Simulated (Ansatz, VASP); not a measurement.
**BN: VASP beside Ansatz**

The input INCAR:

```
ALGO     = Normal         # electronic algorithm
EDIFF    = 1E-6           # SCF threshold, eV
ENCUT    = 520            # plane-wave cutoff, eV
GGA      = PE             # functional
ISIF     = 2              # what is computed and relaxed
ISMEAR   = 0              # smearing method
LASPH    = T              # aspherical terms in the spheres
LCHARG   = F              # write CHGCAR
LREAL    = F              # projectors in reciprocal space
LWAVE    = F              # write WAVECAR
NBANDS   = 16             # bands
NELM     = 80             # most SCF steps
PREC     = Accurate       # precision mode
SIGMA    = 0.027000000000000003 # smearing width, eV
```

The input KPOINTS:

```
k-points
0
Gamma
  12 12 4
```

The input POSCAR:

```
BN
1.0
    2.4982400000      0.0000000000      0.0000000000
   -1.2491200000      2.1635393048      0.0000000000
    0.0000000000      0.0000000000      6.6357000000
N B
2 2
Direct
    0.6666666667      0.3333333333      0.2500000000
    0.3333333333      0.6666666667      0.7500000000
    0.6666666667      0.3333333333      0.7500000000
    0.3333333333      0.6666666667      0.2500000000
```

The input input.yaml:

```yaml
crystal:
  lattice:
    - [2.49824, 0.0, 0.0]
    - [-1.24912, 2.1635393048, 0.0]
    - [0.0, 0.0, 6.6357]
  atoms:
    - { symbol: "N", position: [0.6666666667, 0.3333333333, 0.25] }
    - { symbol: "N", position: [0.3333333333, 0.6666666667, 0.75] }
    - { symbol: B, position: [0.6666666667, 0.3333333333, 0.75] }
    - { symbol: B, position: [0.3333333333, 0.6666666667, 0.25] }
hamiltonian:
  xc: pbe
  pseudopotentials: { kind: paw }
kpoints:
  mp_grid: { grid: [12, 12, 4] }
scf:
  occupations: { method: gaussian, width: 0.027 }
output:
  forces: true
  stress: true
  eigenvalues: true
```

Alike in both runs: task single point; functional PBE; k mesh 12 × 12 × 4; occupations gaussian, width 0.027 eV; no spin polarisation.

```csv
,VASP,Ansatz
version,VASP 6.6.1,Ansatz 0.2.0
potentials or method,"VASP PAW PBE potentials, release 64 (N, B)",Ansatz PAW
plane-wave cutoff (eV),520,420
valence electrons in the cell,16,16
```

Ansatz gave:

| Property | Result |
| --- | --- |
| gap on the k mesh at the Fermi level (eV) | 4.29 |
| least direct gap on the mesh (eV) | 4.66 |
| pressure (GPa) | 5.1 |
| traceless stress, the component that is largest in VASP (GPa) | -2.09 |

Q: Estimate VASP's values.

A: gap on the k mesh at the Fermi level (eV): 4.29; least direct gap on the mesh (eV): 4.66; pressure (GPa): 5.2; traceless stress, the component that is largest in VASP (GPa): -2.29.
